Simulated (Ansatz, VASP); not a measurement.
# SiC: VASP beside Ansatz

Contents of POSCAR:

```
SiC
1.0
   -3.0759982064      0.0000000000      0.0000000000
   -1.5379991032     -2.6638925888      0.0000000000
    0.0000000000      0.0000000000     11.0960000000
Si C
4 4
Direct
    0.3333333333      0.3333333333      0.5948323720
    0.3333333333      0.3333333333      0.1398936554
    0.6666666667      0.6666666667      0.8223017304
    0.6666666667      0.6666666667      0.3673630137
    0.3333333333      0.3333333333      0.7699837779
    0.3333333333      0.3333333333      0.3150450613
    0.6666666667      0.6666666667      0.0875757030
    0.6666666667      0.6666666667      0.5425144196
```

The input INCAR.step1:

```
PREC = Accurate
ENCUT = 520
ISMEAR = 0
SIGMA = 0.05
LREAL = False
LASPH = True
NELM = 80
NBANDS = 26
GGA = PE
ALGO = Normal
EDIFF = 1E-4
LWAVE = True
LCHARG = False
```

INCAR.step2

```
PREC = Accurate
ENCUT = 520
EDIFF = 1E-7
ISMEAR = 0
SIGMA = 0.05
LREAL = False
LASPH = True
NELM = 80
ALGO = Normal
ISIF = 2
LWAVE = False
LCHARG = False
METAGGA = R2SCAN
LMIXTAU = True
NBANDS = 26
ISTART = 1
```

File KPOINTS:

```
regular mesh
0
Gamma
  8 8 3
```

Input for Ansatz:

```yaml
crystal:
  lattice:
    - [-3.0759982064, 0.0, 0.0]
    - [-1.5379991032, -2.6638925888, 0.0]
    - [0.0, 0.0, 11.096]
  atoms:
    - { symbol: Si, position: [0.3333333333, 0.3333333333, 0.594832372] }
    - { symbol: Si, position: [0.3333333333, 0.3333333333, 0.1398936554] }
    - { symbol: Si, position: [0.6666666667, 0.6666666667, 0.8223017304] }
    - { symbol: Si, position: [0.6666666667, 0.6666666667, 0.3673630137] }
    - { symbol: C, position: [0.3333333333, 0.3333333333, 0.7699837779] }
    - { symbol: C, position: [0.3333333333, 0.3333333333, 0.3150450613] }
    - { symbol: C, position: [0.6666666667, 0.6666666667, 0.087575703] }
    - { symbol: C, position: [0.6666666667, 0.6666666667, 0.5425144196] }
basis:
  ecutwfc: 500
kpoints:
  mp_grid: { grid: [8, 8, 3] }
hamiltonian:
  xc: r2scan
scf:
  occupations: { method: gaussian, width: 0.05 }
output:
  forces: true
  stress: true
  eigenvalues: true
```

Alike in both runs: task single point; functional r2SCAN; k mesh 8 × 8 × 3; occupations gaussian, width 0.05 eV; no spin polarisation.

|  | VASP | Ansatz |
| --- | --- | --- |
| version | VASP 6.6.1 | Ansatz 0.2.0 |
| potentials or method | VASP PAW PBE potentials, release 64 (Si, C), cutoff 520 eV | scalar-relativistic, plane waves, PAW |
| valence electrons in the cell | 32 | 32 |

```csv
,VASP,Ansatz,Ansatz less VASP
gap on the k mesh at the Fermi level (eV),1.32,1.31,-0.007
least direct gap on the mesh (eV),2.18,2.17,-0.007
pressure (GPa),-4.0,-3.9,+0.15
"traceless stress, the component that is largest in VASP (GPa)",-10.38,-10.34,+0.042
rms of the force components (eV/Å),0.557,0.560,+0.0031
```

VASP's potentials were made for PBE, not for r2SCAN. Atom by atom the forces differ by 0.006 eV/Å (rms over components).
